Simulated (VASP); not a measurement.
Write the native input for VASP 6.6.1 that does the following.

```yaml
Task: relaxation of cell and atoms
Functional: r2SCAN
Potentials_or_basis: VASP PAW PBE potentials, release 64 (Ge_d)
Cutoff: 550 eV
k_mesh: 12 × 12 × 12
Occupations: gaussian, width 0.02 eV
Spin: no spin polarisation
Target_pressure: 12 GPa
Dipole_correction: no
Further_INCAR_settings: ALGO = Normal; EDIFF = 1e-07; IBRION = 2; EDIFFG = -0.008; NSW = 70; ISIF = 3
```

Crystal: Ge.

```
CELL_PARAMETERS angstrom
0.00000 2.71720 2.71720
2.71720 0.00000 2.71720
2.71720 2.71720 0.00000
ATOMIC_POSITIONS crystal
Ge 0.50000 0.50000 0.50000
Ge 0.75000 0.75000 0.75000
```

The input as run:

POSCAR

```
Ge
1.0
    0.0000000000      2.7172032136      2.7172032136
    2.7172032136      0.0000000000      2.7172032136
    2.7172032136      2.7172032136      0.0000000000
Ge
2
Direct
    0.5000000000      0.5000000000      0.5000000000
    0.7500000000      0.7500000000      0.7500000000
```

INCAR.step1

```
SYSTEM = Ge
PREC = Accurate
ENCUT = 550
ISMEAR = 0
SIGMA = 0.02
LREAL = .False.
LASPH = .True.
NELM = 120
GGA = PE
ALGO = Normal
EDIFF = 1E-5
LWAVE = .True.
LCHARG = .False.
GGA_COMPAT = .False.
IBRION = 2
ISIF = 3
EDIFFG = -0.005
NELMIN = 4
NSW = 100
```

INCAR.step2

```
SYSTEM = Ge
PREC = Accurate
ENCUT = 550
EDIFF = 1E-7
ISMEAR = 0
SIGMA = 0.02
LREAL = .False.
LASPH = .True.
NELM = 120
ALGO = Normal
ISIF = 3
LWAVE = .False.
LCHARG = .False.
METAGGA = R2SCAN
LMIXTAU = .True.
IBRION = 2
NSW = 70
EDIFFG = -0.008
PSTRESS = 120.0
ISTART = 1
GGA_COMPAT = .False.
NELMIN = 4
```

KPOINTS

```
regular mesh
0
Gamma
  12 12 12
  0 0 0
```

Potentials or basis: VASP PAW PBE potentials, release 64 (Ge_d).

Launch:

```console
$ cat potpaw_PBE.64/Ge_d/POTCAR > POTCAR
$ cp INCAR.step1 INCAR
$ mpirun -np 1 vasp_std > vasp.out
$ cp INCAR.step2 INCAR
$ mpirun -np 1 vasp_std > vasp.out
```

It gave:

```yaml
Relaxed_volume: 20.18 Å³/atom
Relaxed_cell: a = 3.850 Å, b = 3.850 Å, c = 3.850 Å, α = 60.00°, β = 60.00°, γ = 60.00°
Space_group_after_relaxing_to_0.1_Å: Fd-3m (No. 227)
Energy_change_on_relaxing_the_run_minimises_the_enthalpy: -9.1 meV/atom
Ionic_steps: 3
Pressure_after_relaxing: 12.0 GPa
Band_gap_on_the_k_mesh: 0.60 eV (least direct gap 1.56 eV)
```

Caveat: the cell is relaxed towards a set pressure, so the run minimises the enthalpy, not the energy; the PAW data sets were made with another functional, which shifts forces and pressure a little.

Wall time 27 min on 1 thread of Oxide Virtual Turin-like Processor, with other jobs on the host, peak memory 0.17 GiB.
